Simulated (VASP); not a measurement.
Wanted: the native input for a VASP 6.6.1 run.

```
Task                   : single point
Functional             : PBEsol
Potentials or basis    : VASP PAW PBE potentials, release 64 (La, C)
Cutoff                 : 520 eV
k mesh                 : 10 × 10 × 6
Occupations            : gaussian, width 0.05 eV
Spin                   : no spin polarisation
Dipole correction      : no
Further INCAR settings : ALGO = Normal; EDIFF = 1e-07; NBANDS = 23
```

The structure of LaC lies in POSCAR:

```
LaC
1.0
    4.2461522391      0.0000000000      0.0000000000
   -2.1230761195      3.6772757074      0.0000000000
    0.0000000000      0.0000000000      5.8762440037
La C
2 2
Direct
    0.6666666667      0.3333333333      0.0626000000
    0.3333333333      0.6666666667      0.5626000000
    0.6666666667      0.3333333333      0.5626000000
    0.3333333333      0.6666666667      0.0626000000
```

The input as run:

INCAR

```
  ALGO = Normal
  EDIFF = 1E-7
  ENCUT = 520
  GGA = PS
  ISIF = 2
  ISMEAR = 0
  LASPH = True
  LCHARG = False
  LREAL = False
  LWAVE = False
  NBANDS = 23
  NELM = 80
  PREC = Accurate
  SIGMA = 0.05
```

KPOINTS

```
k-points
0
Gamma
  10 10 6
```

Potentials or basis: VASP PAW PBE potentials, release 64 (La, C).

Run with:

```bash
$ cat potpaw_PBE.64/La/POTCAR potpaw_PBE.64/C/POTCAR > POTCAR
$ mpirun -np 1 vasp_std > vasp.out
```

Results of the run:

```
Pressure               : -2.8 GPa
Band gap on the k mesh : zero (bands 15 and 16 overlap by 1.78 eV)
```

Caveat: the PAW data sets were made with another functional, which shifts forces and pressure a little; spin-orbit coupling is left out, which moves the levels of the heavy elements.

Wall time 68 s on 1 thread of Intel(R) Xeon(R) 6975P-C (Granite Rapids), on a shared host, peak memory 0.29 GiB.
